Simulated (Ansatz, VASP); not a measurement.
# As in VASP and in Ansatz

INCAR

```
SYSTEM = As
PREC = Accurate
ENCUT = 600
EDIFF = 1E-6
ISMEAR = -1
SIGMA = 0.05
LREAL = .FALSE.
LASPH = .TRUE.
NELM = 100
ALGO = Normal
ISIF = 3
LWAVE = .FALSE.
LCHARG = .FALSE.
GGA = PE
IBRION = 2
NSW = 60
EDIFFG = -0.005
```

File KPOINTS:

```
Automatic mesh
0
G
  16 16 16
  0 0 0
```

POSCAR

```
As
1.0
   -1.6809877034      1.6809877034      1.6809877034
    1.6809877034     -1.6809877034      1.6809877034
    1.6809877034      1.6809877034     -1.6809877034
As
1
Direct
    0.0000000000      0.0000000000      0.0000000000
```

Input for Ansatz:

```yaml
crystal:
  lattice:
    - [-1.6809877034, 1.6809877034, 1.6809877034]
    - [1.6809877034, -1.6809877034, 1.6809877034]
    - [1.6809877034, 1.6809877034, -1.6809877034]
  atoms:
    - { symbol: As, position: [0.0, 0.0, 0.0] }
kpoints:
  mp_grid: { grid: [16, 16, 16] }
scf:
  occupations: { method: fermi_dirac, width: 0.05 }
hamiltonian:
  xc: pbe
  pseudopotentials: { kind: paw }
output:
  forces: true
  stress: true
relax:
  f_tol: 0.005
  max_steps: 40
  cell: {}
```

Alike in both runs: task relaxation of cell and atoms; functional PBE; k mesh 16 × 16 × 16; occupations fermi-dirac, width 0.05 eV; no spin polarisation.

|  | VASP | Ansatz |
| --- | --- | --- |
| version | VASP 6.6.1 | Ansatz 0.2.0 |
| potentials or method | VASP PAW PBE potentials, release 64 (As) | PAW with Ansatz's default frozen-core files, scalar-relativistic |
| plane-wave cutoff (eV) | 600 | 420 |
| valence electrons in the cell | 5 | 15 |

```tsv
	VASP	Ansatz	Ansatz less VASP
relaxed volume (Å³/atom)	19.12	19.10	-0.017
relaxed cell length with the largest relative difference (Å)	2.918	2.917	-0.0009
```

VASP's potentials hold 5 valence electrons a cell and Ansatz's 15, so a difference there can come from the potentials and not from the codes.
